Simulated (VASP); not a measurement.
# TiB2 (km) (P6/mmm) in VASP: single point with PBEsol

Aim: the single point of TiB2 (km) with PBEsol.

Everything below comes from runs of VASP 6.6.1. Logs are shortened: lines on timing, memory, paths and dates and some standing lists are left out, and cuts for length are marked.

### Step 1. The cell of the first run

Symmetry: P6/mmm, No. 191, hexagonal system. The conventional cell has a = 3.017 Å, b = 3.017 Å, c = 3.184 Å, α = 90.00°, β = 90.00°, γ = 120.00°. Ti (site symmetry 6/mmm) has 12 B at 2.36 Å and 6 Ti at 3.02 Å within 3.1 Å. B (site symmetry -6m2) has 3 B at 1.74 Å within 2.3 Å.

### Step 2. Single point, PBEsol

INCAR

```
SYSTEM = TiB2
PREC = Accurate ; ENCUT = 500
EDIFF = 1E-6 ; ISMEAR = 0
SIGMA = 0.1 ; LREAL = .False.
LASPH = .True. ; NELM = 120
ALGO = Normal ; ISIF = 2
LWAVE = .False. ; LCHARG = .False.
GGA = PS ; NBANDS = 16
GGA_COMPAT = .False.
```

KPOINTS

```
regular mesh
0
Gamma
  6 6 4
  0 0 0
```

POSCAR

```
TiB2
1.0
    3.0174023140      0.0000000029      0.0000000000
   -1.5087011595      2.6131470559      0.0000000000
    0.0000000000      0.0000000000      3.1843930487
Ti B
1 2
Direct
    0.0000000000      0.0000000000      0.0000000000
    0.3333333333      0.6666666667      0.5000000000
    0.6666666667      0.3333333333      0.5000000000
```

Potentials or basis: VASP PAW PBE potentials, release 64 (Ti_sv, B).

Launch:

```console
cat potpaw_PBE.64/Ti_sv/POTCAR potpaw_PBE.64/B/POTCAR > POTCAR
mpirun -np 1 vasp_std > vasp.out
```

OUTCAR:

```text
SYSTEM = TiB2
   PREC = Accurate
   ENCUT = 500
   EDIFF = 1E-6
   ISMEAR = 0
   LREAL = .False.
   LASPH = .True.
   NELM = 120
   ISIF = 2
   GGA = PS

 ion  position               nearest neighbor table
   1  0.000  0.000  0.000-   2 2.36   3 2.36   2 2.36   3 2.36   2 2.36   2 2.36   3 2.36   3 2.36
                             3 2.36   3 2.36   2 2.36   2 2.36
   2  0.333  0.667  0.500-   3 1.74   3 1.74   3 1.74   1 2.36   1 2.36   1 2.36   1 2.36   1 2.36
                             1 2.36
   3  0.667  0.333  0.500-   2 1.74   2 1.74   2 1.74   1 2.36   1 2.36   1 2.36   1 2.36   1 2.36
                             1 2.36

  LATTYP: Found a hexagonal cell.
 ALAT       =     3.0174023140
 C/A-ratio  =     1.0553425488

  Lattice vectors:

 A1 = (   3.0174023140,   0.0000000029,   0.0000000000)
 A2 = (  -1.5087011595,   2.6131470559,   0.0000000000)
 A3 = (   0.0000000000,   0.0000000000,   3.1843930487)

Analysis of symmetry for initial positions (statically):
=====================================================================
 Subroutine PRICEL returns:
 Original cell was already a primitive cell.

 Routine SETGRP: Setting up the symmetry group for a
 hexagonal supercell.

 Subroutine GETGRP returns: Found 24 space group operations
 (whereof 24 operations were pure point group operations)
 out of a pool of 24 trial point group operations.

The static configuration has the point symmetry D_6h.

Analysis of symmetry for dynamics (positions and initial velocities):
=====================================================================
 Subroutine PRICEL returns:
 Original cell was already a primitive cell.

 Routine SETGRP: Setting up the symmetry group for a
 hexagonal supercell.

 Subroutine GETGRP returns: Found 24 space group operations
 (whereof 24 operations were pure point group operations)
 out of a pool of 24 trial point group operations.

The dynamic configuration has the point symmetry D_6h.

 Subroutine INISYM returns: Found 24 space group operations
 (whereof 24 operations are pure point group operations),
 and found     1 'primitive' translations

----------------------------------------------------------------------------------------

                                     Primitive cell

  volume of cell :      25.1087

  direct lattice vectors                    reciprocal lattice vectors
     3.017402314  0.000000003  0.000000000     0.331410894  0.191340169  0.000000000
    -1.508701159  2.613147056  0.000000000    -0.000000000  0.382680338  0.000000000
     0.000000000  0.000000000  3.184393049     0.000000000  0.000000000  0.314031586

  length of vectors
     3.017402314  3.017402314  3.184393049     0.382680338  0.382680338  0.314031586

  position of ions in fractional coordinates (direct lattice)
     0.000000000  0.000000000  0.000000000
     0.333333333  0.666666667  0.500000000
     0.666666667  0.333333333  0.500000000

  ion indices of the primitive-cell ions
   primitive index   ion index
                 1           1
                 2           2
                 3           3

----------------------------------------------------------------------------------------

 KPOINTS: regular mesh

Automatic generation of k-mesh.
 Grid dimensions read from file:
 generate k-points for:    6    6    4

 Generating k-lattice:

  Cartesian coordinates                     Fractional coordinates (reciprocal lattice)
     0.055235149  0.031890028  0.000000000     0.166666667  0.000000000  0.000000000
    -0.000000000  0.063780056  0.000000000     0.000000000  0.166666667  0.000000000
     0.000000000  0.000000000  0.078507897     0.000000000  0.000000000  0.250000000

  Length of vectors
     0.063780056  0.063780056  0.078507897

  Shift w.r.t. Gamma in fractional coordinates (k-lattice)
     0.000000000  0.000000000  0.000000000

 Subroutine IBZKPT returns following result:
 ===========================================

 Found     21 irreducible k-points:

 Following reciprocal coordinates:
            Coordinates               Weight
  0.000000  0.000000  0.000000      1.000000
  0.166667  0.000000  0.000000      6.000000
  0.333333  0.000000  0.000000      6.000000
  0.500000  0.000000  0.000000      3.000000
  0.166667  0.166667  0.000000      6.000000
  0.333333  0.166667  0.000000     12.000000
[... 13 lines left out ...]
  0.333333  0.166667  0.500000     12.000000
  0.333333  0.333333  0.500000      2.000000
   k-points           NKPTS =     21   k-points in BZ     NKDIM =     21   number of bands    NBANDS=     16
   number of dos      NEDOS =    301   number of ions     NIONS =      3
   total plane-waves  NPLWV =  13824
   dimension x,y,z NGX =    24 NGY =   24 NGZ =   24
   dimension x,y,z NGXF=    48 NGYF=   48 NGZF=   48
   ions per type =               1   2
   NGX,Y,Z   is equivalent  to a cutoff of  13.22, 13.22, 12.53 a.u.
   NGXF,Y,Z  is equivalent  to a cutoff of  26.45, 26.45, 25.06 a.u.
 SYSTEM =  TiB2
   PREC   = accura    normal or accurate (medium, high low for compatibility)
   ISTART =      0    job   : 0-new  1-cont  2-samecut
   ICHARG =      2    charge: 1-file 2-atom 10-const
   ISPIN  =      1    spin polarized calculation?
   LNONCOLLINEAR =      F non collinear calculations
   LSORBIT =      F    spin-orbit coupling
   LASPH  =      T    aspherical Exc in radial PAW
   ENCUT  =  500.0 eV  36.75 Ry    6.06 a.u.   5.50  5.50  5.81*2*pi/ulx,y,z
   NELM   =    120;   NELMIN=  2; NELMDL= -5     # of ELM steps
   EDIFF  = 0.1E-05   stopping-criterion for ELM
   LREAL  =      F    real-space projection
   EDIFFG = 0.1E-04   stopping-criterion for IOM
   NSW    =      0    number of steps for IOM
   IBRION =     -1    ionic relax: 0-MD 1-quasi-New 2-CG
   NFREE  =      0    steps in history (QN), initial steepest desc. (CG)
   ISIF   =      2    stress and relaxation
   ISYM   =      2    0-nonsym 1-usesym 2-fastsym
   POTIM  = 0.5000    time-step for ionic-motion
   TEBEG  =    0.0;   TEEND  =   0.0 temperature during run
   PSTRESS=    0.0 pullay stress
   NELECT =      18.0000    total number of electrons
   NUPDOWN=      -1.0000    fix difference up-down
   EMIN   =  10.00;   EMAX   =-10.00  energy-range for DOS
   EFERMI =   0.00;   METHOD = LEGACY
   ISMEAR =     0;   SIGMA  =   0.10  broadening in eV -4-tet -1-fermi 0-gaus
   EFERMI_NEDOS =   21; number of points for ismear=-14 and -15
   IALGO  =     38    algorithm
   IMIX   =      4    mixing-type and parameters
     AMIX     =   0.40;   BMIX     =  1.00
     AMIX_MAG =   1.60;   BMIX_MAG =  1.00
  volume/ion in A,a.u.               =       8.37        56.48
  Fermi-wavevector in a.u.,A,eV,Ry     =   1.465180  2.768789 29.208354  2.146753
  Thomas-Fermi vector in A             =   2.581068
   LORBIT       =      0    0 simple, 1 ext, 2 COOP (PROOUT), +10 PAW based schemes
   GGA     = PS    functional components
   LHFCALC =     F    Hartree Fock is set to
   AEXX    =    0.0000 exact exchange contribution
   IVDW    =     0    specifies the selected vdW correction
   LEPSILON=     F    determine dielectric tensor
   LRPA    =     F    only Hartree local field effects (RPA)
 non-spin polarized calculation
 Gauss-broadening in eV      SIGMA  =   0.10
  energy-cutoff  :      500.00
  volume of cell :       25.11
 maximum number of plane-waves:       660
 NGX is ok and might be reduce to    24
   NGX = 11   NGY = 11   NGZ = 11

 number of electron      17.9999998 magnetization

 Free energy of the ion-electron system (eV)
  ---------------------------------------------------
  ext. energy  EPLUGINS =         0.00000000
  ---------------------------------------------------
  free energy    TOTEN  =       -25.75970416 eV

  energy without entropy =      -25.75781687  energy(sigma->0) =      -25.75876052

 E-fermi :  10.0455     XC(G=0): -12.9786

 val. band max:        9.8813646189   @ k =   0.0000   0.0000   0.5000
 cond. band min:      10.1424927483   @ k =   0.3333   0.1667   0.0000
 fundamental gap:      0.2611281294
 Fermi energy:        10.0454744526

 k-point     1 :       0.0000    0.0000    0.0000
  band No.  band energies     occupation
      1     -46.5007      2.00000
      2     -22.9706      2.00000
      3     -22.6313      2.00000
      4     -22.6313      2.00000
      5      -3.4264      2.00000
      6       7.4432      2.00000
[... 8 lines left out ...]
     15      15.9323      0.00000
     16      17.1484      0.00000

 k-point     2 :       0.1667    0.0000    0.0000
  band No.  band energies     occupation
      1     -46.4859      2.00000
      2     -22.9520      2.00000
      3     -22.7427      2.00000
      4     -22.6565      2.00000
      5      -2.8922      2.00000
      6       6.0868      2.00000
[... 8 lines left out ...]
     15      18.4396      0.00000
     16      18.5378      0.00000

 k-point     3 :       0.3333    0.0000    0.0000
  band No.  band energies     occupation
      1     -46.4563      2.00000
      2     -22.9603      2.00000
      3     -22.9149      2.00000
      4     -22.7067      2.00000
      5      -1.4039      2.00000
      6       3.4482      2.00000
[... 8 lines left out ...]
     15      17.7649      0.00000
     16      19.3261      0.00000

 k-point     4 :       0.5000    0.0000    0.0000
  band No.  band energies     occupation
      1     -46.4413      2.00000
      2     -23.0664      2.00000
      3     -22.8961      2.00000
      4     -22.7316      2.00000
      5       0.6845      2.00000
      6       0.9185      2.00000
[... 8 lines left out ...]
     15      17.8519      0.00000
     16      18.6093      0.00000
[... 267 lines left out ...]
 k-point    19 :       0.1667    0.1667    0.5000
  band No.  band energies     occupation
      1     -46.4462      2.00000
      2     -23.1404      2.00000
      3     -22.8547      2.00000
      4     -22.6912      2.00000
      5      -0.6285      2.00000
      6       4.3437      2.00000
[... 8 lines left out ...]
     15      18.7761      0.00000
     16      20.3392      0.00000

 k-point    20 :       0.3333    0.1667    0.5000
  band No.  band energies     occupation
      1     -46.4243      2.00000
      2     -23.1016      2.00000
      3     -22.9745      2.00000
      4     -22.7611      2.00000
      5       0.3286      2.00000
      6       2.8731      2.00000
[... 8 lines left out ...]
     15      18.0437      0.00000
     16      19.0447      0.00000

 k-point    21 :       0.3333    0.3333    0.5000
  band No.  band energies     occupation
      1     -46.4169      2.00000
      2     -23.0886      2.00000
      3     -22.9001      2.00000
      4     -22.9001      2.00000
      5       1.5250      2.00000
      6       1.5250      2.00000
[... 8 lines left out ...]
     15      17.1973      0.00000
     16      21.6242      0.00000

------------------------ aborting loop because EDIFF is reached ----------------------------------------

  FORCE on cell =-STRESS in cart. coord.  units (eV):
  Direction    XX          YY          ZZ          XY          YZ          ZX
  --------------------------------------------------------------------------------------
  -------------------------------------------------------------------------------------
  Total        0.3478850      0.3478850     -0.4117090      0.0000000      0.0000000     -0.0000000
  in kB       22.1984472     22.1984472    -26.2710356      0.0000000      0.0000000     -0.0000000
  external PRESSURE =       6.0419530 kB  Pullay stress =       0.0000000 kB

 VOLUME and BASIS-vectors are now :
 -----------------------------------------------------------------------------
  energy-cutoff  :      500.00
  volume of cell :       25.11
      direct lattice vectors                 reciprocal lattice vectors
     3.017402314  0.000000003  0.000000000     0.331410894  0.191340169  0.000000000
    -1.508701159  2.613147056  0.000000000    -0.000000000  0.382680338  0.000000000
     0.000000000  0.000000000  3.184393049     0.000000000  0.000000000  0.314031586

 POSITION                                       TOTAL-FORCE (eV/Angst)
 -----------------------------------------------------------------------------------
      0.00000      0.00000      0.00000        -0.000000     -0.000000     -0.000000
     -0.00000      1.74210      1.59220         0.000000     -0.000000     -0.000000
      1.50870      0.87105      1.59220         0.000000      0.000000      0.000000
 -----------------------------------------------------------------------------------
    total drift:                               -0.000000      0.000000      0.000000

  FREE ENERGIE OF THE ION-ELECTRON SYSTEM (eV)
  ---------------------------------------------------
  free  energy   TOTEN  =       -25.7597041613 eV

  energy  without entropy=      -25.7578168718  energy(sigma->0) =      -25.75876052
```

It took 5.9 s on 1 thread of AMD EPYC 9R45 (Zen 5), shared host; peak memory 0.11 GiB.

Results:

- Free energy: -25.7597 eV
- Pressure: 0.6 GPa
- Band gap on the k mesh: zero (band 9 reaches 10.60 eV, above the bottom of band 10 at 9.88 eV)

Caveat: the k points lie up to 0.49 Å⁻¹ apart; the PAW data sets were made with another functional, which shifts forces and pressure a little.
